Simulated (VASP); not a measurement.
ReO2F2, 5 atoms in the cell. The cell holds a molecule in a box, 5 atoms: a = 11.000 Å, b = 11.000 Å, c = 11.320 Å, α = 90.00°, β = 90.00°, γ = 90.00°. 

```yaml
Program: VASP 6.6.1
Task: single point
Functional: PBE
Potentials_or_basis: VASP PAW PBE potentials, release 64 (Re_sv_GW, O, F)
Cutoff: 520 eV
k_mesh: 1 × 1 × 1
Occupations: gaussian, width 0.01 eV
Spin: non-collinear spin, typed start, spin-orbit coupling
Starting_moments: "[[0.0, 0.0, 1.0], [0.0, 0.0, 0.0], [0.0, 0.0, 0.0], [0.0, 0.0, 0.0], [0.0, 0.0, 0.0]] μB"
Dipole_correction: no
Further_INCAR_settings: ALGO = Normal; EDIFF = 1e-06; NBANDS = 56; NELMDL = -8
```

Potentials or basis: VASP PAW PBE potentials, release 64 (Re_sv_GW, O, F).

The run is started by

```bash
$ cat potpaw_PBE.64/Re_sv_GW/POTCAR potpaw_PBE.64/O/POTCAR potpaw_PBE.64/F/POTCAR > POTCAR
$ mpirun -np 1 vasp_ncl > vasp.out
```

Hardware: 1 thread of Intel(R) Xeon(R) Platinum 8259CL CPU @ 2.50GHz (Skylake/Cascade Lake), on a shared host.

Task: Estimate the wall time of this run.

Result: It took 28 min on 1 thread of Intel(R) Xeon(R) Platinum 8259CL CPU @ 2.50GHz (Skylake/Cascade Lake), with other jobs on the host, peak memory 3.4 GiB. Counts: scf iterations 45, k points 1.
